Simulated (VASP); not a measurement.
The system is CaF.

```
Ca F
1.0
     3.80501    0.00000    0.00000
    -0.09785    6.81613    0.00000
    -0.10096   -2.00234    6.60731
Ca F
4 4
Direct
  0.80969 0.75500 0.25805
  0.22769 0.76816 0.74396
  0.27296 0.26012 0.22959
  0.76391 0.24387 0.76189
  0.26339 0.11790 0.87307
  0.72036 0.88997 0.60166
  0.76681 0.38145 0.11017
  0.17520 0.58353 0.42160
```

* Program: VASP 6.6.1
* Task: relaxation of cell and atoms
* Functional: PBE
* Potentials or basis: VASP PAW PBE potentials, release 64 (Ca_sv, F)
* Cutoff: 600 eV
* k mesh: 4 × 4 × 4
* Occupations: gaussian, width 0.1 eV
* Spin: no spin polarisation

At the start: pressure 1.8 GPa; volume 21.42 Å³/atom.

Problem. How do energy, volume and symmetry change on relaxing?

Solution. Over 17 steps the energy falls by 66.9 meV/atom and the volume is 22.17 Å³/atom (+3.5 %); space group P1 (No. 1, to 0.1 Å) before, P4/nmm (No. 129, to 0.1 Å).

Step by step:
```csv
step,energy change (eV),largest force (eV/Å),pressure (GPa),volume (Å³)
1,0.0000,0.6821,1.83,171.36
2,-0.1116,0.6408,0.12,177.47
3,-0.1470,0.5870,-1.36,183.92
4,-0.2362,0.6027,-0.87,183.02
5,-0.2854,0.6402,-0.14,181.77
6,-0.3551,0.5495,-0.15,180.64
7,-0.4777,0.3313,0.18,177.24
8,-0.4825,0.3834,0.45,176.09
9,-0.5037,0.2790,-0.42,178.65
10,-0.5076,0.2614,-0.21,177.94
11,-0.5269,0.1092,0.22,176.42
12,-0.5278,0.1243,0.35,176.00
13,-0.5303,0.1061,-0.35,178.42
14,-0.5315,0.0590,-0.10,177.54
15,-0.5337,0.0469,-0.03,177.30
16,-0.5342,0.0465,0.04,177.12
17,-0.5351,0.0288,-0.04,177.35
```

Final structure:
```
Ca F
1.0
     3.96921    0.02745    0.04093
    -0.05495    6.91362   -0.22757
    -0.04948   -2.25402    6.53590
Ca F
4 4
Cartesian
  2.9317 4.5352 1.5745
  0.9150 3.6082 4.6728
  0.9634 1.2764 1.5034
  2.9180 -0.0394 4.9468
  0.9392 -1.0862 5.6862
  2.8976 4.6516 3.9243
  2.9517 2.3191 0.7690
  0.9425 3.4833 2.3201
```

Caveat: the k points lie up to 0.40 Å⁻¹ apart in the final cell, too coarse for converged energies and pressures of a metal.
